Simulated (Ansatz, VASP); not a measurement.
**One calculation of Si2B, two programs**

```xyz
6
Lattice="3.3346 0.0000 0.0000 0.0000 3.3346 0.0000 0.0000 0.0000 6.1926" Properties=species:S:1:pos:R:3 pbc="T T T"
Si    0.0000    0.0000    0.0000
Si    1.6673    1.6673    0.0000
Si    1.6673    0.0000    3.9973
Si    0.0000    1.6673    2.1953
B     1.6673    0.0000    1.9231
B     0.0000    1.6673    4.2695
```

Alike in both runs: functional PBE; k mesh 6 × 6 × 4; occupations gaussian, width 0.1 eV; no spin polarisation.

Ansatz relaxed the structure, and its values are those at the end. VASP's run is a single point on that final structure, the one shown.

```csv
,VASP,Ansatz
version,VASP 6.6.1,Ansatz 0.2.0
potentials or method,"VASP PAW PBE potentials, release 64 (Si, B), cutoff 520 eV","scalar-relativistic, plane waves, PAW"
valence electrons in the cell,22,22
```

```tsv
	VASP	Ansatz	Ansatz less VASP
gap on the k mesh at the Fermi level (eV)	none	none	-
pressure (GPa)	-0.2	-0.1	+0.08
rms of the force components (eV/Å)	0.003	0.002	-0.0011
```

A gap of «none» marks a metal or a gap that the smearing closes.
